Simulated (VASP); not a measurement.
# NbAl2B3 (Cmmm) in VASP: further runs

NbAl2B3 is run at these levels: PBE; tasks: single point, relaxation of cell and atoms.

Program: VASP 6.6.1. These are calculated values, not measurements. Logs are shortened: lines on timing, memory, paths and dates and some standing lists are left out, and cuts for length are marked.

## (1) The cell of the first run

The structure is orthorhombic, space group Cmmm (No. 65). Conventional cell: a = 4.905 Å, b = 9.003 Å, c = 2.954 Å, α = 90.00°, β = 90.00°, γ = 90.00°. Al (site symmetry 2/m) has 6 B at 2.35 to 2.56 Å and 4 Al at 2.45 to 2.95 Å and 4 Nb at 2.96 Å within 3.1 Å. Within 3.4 Å of Nb (site symmetry mmm) lie 8 B at 2.61 to 2.86 Å and 2 Nb at 2.95 Å and 8 Al at 2.96 Å. B (site symmetry m2m) has 3 B at 1.73 to 1.79 Å and 4 Al at 2.35 Å within 2.4 Å. B (site symmetry mmm) has 4 B at 1.73 Å within 2.3 Å.

The cell was generated, and may not be a known phase.

## (2) Single point, PBE, collinear spin

INCAR

```
SYSTEM = NbAl2B3
PREC = Accurate
ENCUT = 520
EDIFF = 1E-6
ISMEAR = 0
SIGMA = 0.1
LREAL = .FALSE.
LASPH = .TRUE.
NELM = 150
ALGO = Normal
ISIF = 2
LWAVE = .FALSE.
LCHARG = .FALSE.
ISPIN = 2
MAGMOM = 0 0 1 0 0 0
LORBIT = 11
LMAXMIX = 4
GGA = PE
NBANDS = 27
```

KPOINTS

```
Automatic mesh
0
G
  4 4 6
  0 0 0
```

POSCAR

```
NbAl2B3
1.0
    2.4526131353     -4.5014434034      0.0000000000
    2.4526131353      4.5014434034      0.0000000000
    0.0000000000      0.0000000000      2.9537271112
Al Nb B
2 1 3
Direct
    0.0000000000      0.5000000000      0.5000000000
    0.5000000000      0.0000000000      0.5000000000
    0.5000000000      0.5000000000      0.0000000000
    0.0993196658      0.9006803342      0.0000000000
    0.9006803342      0.0993196658      0.0000000000
    0.0000000000      0.0000000000      0.5000000000
```

Potentials or basis: VASP PAW PBE potentials, release 64 (Al, Nb_sv, B).

Command:

```console
$ cat potpaw_PBE.64/Al/POTCAR potpaw_PBE.64/Nb_sv/POTCAR potpaw_PBE.64/B/POTCAR > POTCAR
$ mpirun -np 1 vasp_std > vasp.out
```

OUTCAR:

```text
SYSTEM = NbAl2B3
   PREC = Accurate
   ENCUT = 520
   EDIFF = 1E-6
   ISMEAR = 0
   LREAL = .FALSE.
   LASPH = .TRUE.
   NELM = 150
   ISIF = 2
   ISPIN = 2
   LORBIT = 11
   GGA = PE

 ion  position               nearest neighbor table
   1  0.000  0.500  0.500-   4 2.35   5 2.35   4 2.35   5 2.35   2 2.45   2 2.45   6 2.56   6 2.56
                             3 2.96   3 2.96   3 2.96   3 2.96
   2  0.500  0.000  0.500-   4 2.35   5 2.35   4 2.35   5 2.35   1 2.45   1 2.45   6 2.56   6 2.56
                             3 2.96   3 2.96   3 2.96   3 2.96
   3  0.500  0.500  0.000-   1 2.96   2 2.96   1 2.96   2 2.96   2 2.96   2 2.96   1 2.96   1 2.96

   4  0.099  0.901  0.000-   6 1.73   6 1.73   5 1.79   2 2.35   1 2.35   2 2.35   1 2.35
   5  0.901  0.099  0.000-   6 1.73   6 1.73   4 1.79   2 2.35   1 2.35   2 2.35   1 2.35
   6  0.000  0.000  0.500-   4 1.73   5 1.73   4 1.73   5 1.73   1 2.56   2 2.56   1 2.56   2 2.56

  LATTYP: Found a base centered orthorhombic cell.
 ALAT       =     4.9052262706
 B/A-ratio  =     1.8353662625
 C/A-ratio  =     0.6021591968

  Lattice vectors:

 A1 = (   2.4526131353,  -4.5014434034,   0.0000000000)
 A2 = (   2.4526131353,   4.5014434034,   0.0000000000)
 A3 = (   0.0000000000,   0.0000000000,   2.9537271112)

Analysis of symmetry for initial positions (statically):
=====================================================================
 Subroutine PRICEL returns:
 Original cell was already a primitive cell.

 Routine SETGRP: Setting up the symmetry group for a
 base centered orthorhombic supercell.

 Subroutine GETGRP returns: Found  8 space group operations
 (whereof  8 operations were pure point group operations)
 out of a pool of  8 trial point group operations.

The static configuration has the point symmetry D_2h.

Analysis of symmetry for dynamics (positions and initial velocities):
=====================================================================
 Subroutine PRICEL returns:
 Original cell was already a primitive cell.

 Routine SETGRP: Setting up the symmetry group for a
 base centered orthorhombic supercell.

 Subroutine GETGRP returns: Found  8 space group operations
 (whereof  8 operations were pure point group operations)
 out of a pool of  8 trial point group operations.

The dynamic configuration has the point symmetry D_2h.

Analysis of structural, dynamic, and magnetic symmetry:
=====================================================================
 Subroutine PRICEL returns:
 Original cell was already a primitive cell.

 Routine SETGRP: Setting up the symmetry group for a
 base centered orthorhombic supercell.

 Subroutine GETGRP returns: Found  8 space group operations
 (whereof  8 operations were pure point group operations)
 out of a pool of  8 trial point group operations.

The overall configuration has the point symmetry D_2h.

 Subroutine INISYM returns: Found  8 space group operations
 (whereof  8 operations are pure point group operations),
 and found     1 'primitive' translations

----------------------------------------------------------------------------------------

                                     Primitive cell

  volume of cell :      65.2201

  direct lattice vectors                    reciprocal lattice vectors
     2.452613135 -4.501443403  0.000000000     0.203864194 -0.111075483  0.000000000
     2.452613135  4.501443403  0.000000000     0.203864194  0.111075483  0.000000000
     0.000000000  0.000000000  2.953727111     0.000000000  0.000000000  0.338555311

  length of vectors
     5.126236817  5.126236817  2.953727111     0.232160230  0.232160230  0.338555311

  position of ions in fractional coordinates (direct lattice)
     0.000000000  0.500000000  0.500000000
     0.500000000  0.000000000  0.500000000
     0.500000000  0.500000000  0.000000000
     0.099319666  0.900680334  0.000000000
     0.900680334  0.099319666  0.000000000
     0.000000000  0.000000000  0.500000000

  ion indices of the primitive-cell ions
   primitive index   ion index
                 1           1
                 2           2
                 3           3
                 4           4
                 5           5
                 6           6

[... 29 lines left out ...]
  0.250000 -0.000000  0.000000      4.000000
  0.500000 -0.000000  0.000000      2.000000
  0.250000  0.250000  0.000000      2.000000
  0.500000  0.250000  0.000000      4.000000
 -0.250000  0.250000  0.000000      2.000000
[... 16 lines left out ...]
  0.250000 -0.000000  0.500000      4.000000
  0.500000 -0.000000  0.500000      2.000000
 [... further k-points ...]
   k-points           NKPTS =     28   k-points in BZ     NKDIM =     28   number of bands    NBANDS=     27
   number of dos      NEDOS =    301   number of ions     NIONS =      6
   total plane-waves  NPLWV =  38400
   dimension x,y,z NGX =    40 NGY =   40 NGZ =   24
   dimension x,y,z NGXF=    80 NGYF=   80 NGZF=   48
   ions per type =               2   1   3
   NGX,Y,Z   is equivalent  to a cutoff of  12.97, 12.97, 13.51 a.u.
   NGXF,Y,Z  is equivalent  to a cutoff of  25.94, 25.94, 27.02 a.u.
 SYSTEM =  NbAl2B3
   PREC   = accura    normal or accurate (medium, high low for compatibility)
   ISTART =      0    job   : 0-new  1-cont  2-samecut
   ICHARG =      2    charge: 1-file 2-atom 10-const
   ISPIN  =      2    spin polarized calculation?
   LNONCOLLINEAR =      F non collinear calculations
   LSORBIT =      F    spin-orbit coupling
   LASPH  =      T    aspherical Exc in radial PAW
   ENCUT  =  520.0 eV  38.22 Ry    6.18 a.u.   9.53  9.53  5.49*2*pi/ulx,y,z
   NELM   =    150;   NELMIN=  2; NELMDL= -5     # of ELM steps
   EDIFF  = 0.1E-05   stopping-criterion for ELM
   LREAL  =      F    real-space projection
[... 7 lines left out ...]
   TEBEG  =    0.0;   TEEND  =   0.0 temperature during run
   PSTRESS=    0.0 pullay stress
   NELECT =      28.0000    total number of electrons
   NUPDOWN=      -1.0000    fix difference up-down
   EMIN   =  10.00;   EMAX   =-10.00  energy-range for DOS
   EFERMI =   0.00;   METHOD = LEGACY
   ISMEAR =     0;   SIGMA  =   0.10  broadening in eV -4-tet -1-fermi 0-gaus
   EFERMI_NEDOS =   21; number of points for ismear=-14 and -15
   IALGO  =     38    algorithm
   IMIX   =      4    mixing-type and parameters
     AMIX     =   0.40;   BMIX     =  1.00
     AMIX_MAG =   1.60;   BMIX_MAG =  1.00
  volume/ion in A,a.u.               =      10.87        73.35
  Fermi-wavevector in a.u.,A,eV,Ry     =   1.235000  2.333812 20.751960  1.525226
  Thomas-Fermi vector in A             =   2.369668
   LORBIT       =     11    0 simple, 1 ext, 2 COOP (PROOUT), +10 PAW based schemes
   GGA     = PE    functional components
   LHFCALC =     F    Hartree Fock is set to
   AEXX    =    0.0000 exact exchange contribution
   IVDW    =     0    specifies the selected vdW correction
   LEPSILON=     F    determine dielectric tensor
   LRPA    =     F    only Hartree local field effects (RPA)
 spin polarized calculation
 Gauss-broadening in eV      SIGMA  =   0.10
  energy-cutoff  :      520.00
  volume of cell :       65.22
 maximum number of plane-waves:      1771
 NGX is ok and might be reduce to    40
   NGX = 19   NGY = 19   NGZ = 11

 number of electron      28.0000000 magnetization       0.0002845

 number of electron      28.0000000 magnetization      -0.0001132

 Free energy of the ion-electron system (eV)
  ---------------------------------------------------
  ext. energy  EPLUGINS =         0.00000000
  ---------------------------------------------------
  free energy    TOTEN  =       -37.07293618 eV

  energy without entropy =      -37.05969509  energy(sigma->0) =      -37.06631563

 E-fermi :  10.0458     XC(G=0): -11.7621

 val. band max:       10.0161995782   @ k =   0.2500   0.2500   0.1667
 cond. band min:      10.0901866980   @ k =   0.0000   0.0000   0.1667
 fundamental gap:      0.0739871198
 Fermi energy:        10.0457904504

 spin component 1

 k-point     1 :       0.0000    0.0000    0.0000
  band No.  band energies     occupation
      1     -45.2209      1.00000
      2     -21.4857      1.00000
      3     -21.2518      1.00000
      4     -20.8473      1.00000
      5      -4.5520      1.00000
      6       1.1099      1.00000
[... 685 lines left out ...]
     25      18.1909      0.00000
     26      18.4354      0.00000

 [... further k-points ...]

 spin component 2

 k-point     1 :       0.0000    0.0000    0.0000
  band No.  band energies     occupation
      1     -45.2209      1.00000
      2     -21.4857      1.00000
      3     -21.2519      1.00000
      4     -20.8473      1.00000
      5      -4.5520      1.00000
      6       1.1099      1.00000
[... 685 lines left out ...]
     25      18.1910      0.00000
     26      18.4354      0.00000

 [... further k-points ...]

 [bands above 26 left out]

------------------------ aborting loop because EDIFF is reached ----------------------------------------

  FORCE on cell =-STRESS in cart. coord.  units (eV):
  Direction    XX          YY          ZZ          XY          YZ          ZX
  --------------------------------------------------------------------------------------
  -------------------------------------------------------------------------------------
  Total       -0.0190931     -0.1869207      0.0272805      0.0000000      0.0000000      0.0000000
  in kB       -0.4690358     -4.5918391      0.6701662      0.0000000      0.0000000      0.0000000
  external PRESSURE =      -1.4635696 kB  Pullay stress =       0.0000000 kB

 VOLUME and BASIS-vectors are now :
 -----------------------------------------------------------------------------
  energy-cutoff  :      520.00
  volume of cell :       65.22
      direct lattice vectors                 reciprocal lattice vectors
     2.452613135 -4.501443403  0.000000000     0.203864194 -0.111075483  0.000000000
     2.452613135  4.501443403  0.000000000     0.203864194  0.111075483  0.000000000
     0.000000000  0.000000000  2.953727111     0.000000000  0.000000000  0.338555311

 POSITION                                       TOTAL-FORCE (eV/Angst)
 -----------------------------------------------------------------------------------
      1.22631      2.25072      1.47686        -0.000000     -0.000000     -0.000000
      1.22631     -2.25072      1.47686         0.000000     -0.000000     -0.000000
      2.45261      0.00000      0.00000        -0.000000     -0.000000     -0.000000
      2.45261      3.60728      0.00000        -0.000000      0.001360      0.000000
      2.45261     -3.60728      0.00000        -0.000000     -0.001360     -0.000000
      0.00000      0.00000      1.47686        -0.000000      0.000000     -0.000000
 -----------------------------------------------------------------------------------
    total drift:                                0.000000     -0.000000     -0.000000

  FREE ENERGIE OF THE ION-ELECTRON SYSTEM (eV)
  ---------------------------------------------------
  free  energy   TOTEN  =       -37.0729361761 eV

  energy  without entropy=      -37.0596950929  energy(sigma->0) =      -37.06631563

 total charge

# of ion       s       p       d       tot
------------------------------------------
    1        0.380   0.401   0.000   0.780
    2        0.380   0.401   0.000   0.780
    3        2.146   5.989   2.491  10.626
    4        0.690   1.278   0.000   1.968
    5        0.690   1.278   0.000   1.968
    6        0.680   1.262   0.000   1.942
--------------------------------------------------
tot          4.966  10.609   2.491  18.065

 magnetization (x)

# of ion       s       p       d       tot
------------------------------------------
    1        0.000   0.000   0.000   0.000
    2        0.000   0.000   0.000   0.000
    3        0.000  -0.000   0.000   0.000
    4        0.000   0.000   0.000   0.000
    5        0.000   0.000   0.000   0.000
    6        0.000   0.000   0.000   0.000
--------------------------------------------------
tot          0.000   0.000   0.000   0.000
```

Run time: 97 s. Hardware: 1 thread of AMD EPYC 7R13 (Zen 3), shared host; peak memory 0.23 GiB.

What came out:

| Quantity | Value |
| --- | --- |
| Free energy | -37.0729 eV |
| Pressure | -0.1 GPa |
| Band gap on the k mesh | zero (filled and empty bands overlap) |
| Net moment | 0.00 μB per cell |
| Valence electrons inside the program's atomic spheres | Al 0.78; Nb 10.63; B 1.97, 1.94 (each value once) |

Stress tensor (GPa, compression positive):
```
-0.05  0.00  0.00
 0.00 -0.46  0.00
 0.00  0.00  0.07
```

Caveat: the k points lie up to 0.36 Å⁻¹ apart, too coarse for converged energies and pressures of a metal.

(Part 1 of 2 ends here.)

The gap in the log of VASP goes by the Fermi energy; the results here count the filled bands.